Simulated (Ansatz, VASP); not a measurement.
**PbO2: VASP beside Ansatz**

```
CELL_PARAMETERS angstrom
4.98385 0.00000 0.00000
0.00000 4.98385 0.00000
0.00000 0.00000 3.40762
ATOMIC_POSITIONS crystal
Pb 0.00000 0.00000 0.00000
Pb 0.50000 0.50000 0.50000
O 0.30721 0.30721 0.00000
O 0.19279 0.80721 0.50000
O 0.80721 0.19279 0.50000
O 0.69279 0.69279 0.00000
```

Alike in both runs: task single point; functional PBE; k mesh 6 × 6 × 8; occupations fermi-dirac, width 0.02 eV; no spin polarisation.

```csv
,VASP,Ansatz
version,VASP 6.6.1,Ansatz 0.2.0
potentials or method,"VASP PAW PBE potentials, release 64 (Pb_d, O)","plane waves, PAW"
plane-wave cutoff (eV),520,420
valence electrons in the cell,52,52
```

Ansatz gave:

| Property | Result |
| --- | --- |
| pressure (GPa) | 6.3 |
| traceless stress, the component that is largest in VASP (GPa) | 0.71 |
| rms of the force components (eV/Å) | 0.010 |

**Question.** Which values does VASP return?

**Answer.** Pressure (GPa): 6.6; traceless stress, the component that is largest in VASP (GPa): 0.82; rms of the force components (eV/Å): 0.014.

Atom by atom the forces differ by 0.005 eV/Å (rms over components).

Neither program's run includes spin-orbit coupling.
